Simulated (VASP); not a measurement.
A run of VASP 6.6.1:

Contents of POSCAR:

```
Ba
1.0
    3.9177175405      0.0000000000      0.0000000000
    0.0000000000      3.9177175405      0.0000000000
    0.0000000000      0.0000000000      3.9177175405
Ba
1
Direct
    0.0000000000      0.0000000000      0.0000000000
```

INCAR.step1

```
PREC = Accurate
ENCUT = 520
EDIFF = 1E-5
ISMEAR = -1
SIGMA = 0.05
LREAL = False
LASPH = True
NELM = 100
ALGO = Normal
ISIF = 2
LWAVE = True
LCHARG = False
GGA = PE
NBANDS = 11
```

INCAR.step2

```
PREC = Accurate
ENCUT = 520
EDIFF = 1E-6
ISMEAR = -1
SIGMA = 0.05
LREAL = False
LASPH = True
NELM = 100
ALGO = Normal
ISIF = 2
LWAVE = False
LCHARG = False
GGA = PE
LHFCALC = True
HFSCREEN = 0.2079
PRECFOCK = Normal
ISTART = 1
NBANDS = 11
```

Contents of KPOINTS:

```
regular mesh
0
Gamma
  4 4 4
```

Potentials or basis: VASP PAW PBE potentials, release 64 (Ba_sv).

Run with:

```sh
$ cat potpaw_PBE.64/Ba_sv/POTCAR > POTCAR
$ cp INCAR.step1 INCAR
$ mpirun -np 1 vasp_std > vasp.out
$ cp INCAR.step2 INCAR
$ mpirun -np 1 vasp_std > vasp.out
```

Hardware: 1 thread of Intel(R) Xeon(R) Platinum 8259CL CPU @ 2.50GHz (Skylake/Cascade Lake) (shared host).

Question: Estimate the wall time of this run.

Answer: It took 3.1 min on 1 thread of Intel(R) Xeon(R) Platinum 8259CL CPU @ 2.50GHz (Skylake/Cascade Lake), with other jobs on the host, peak memory 0.27 GiB. Counts: k points 10.
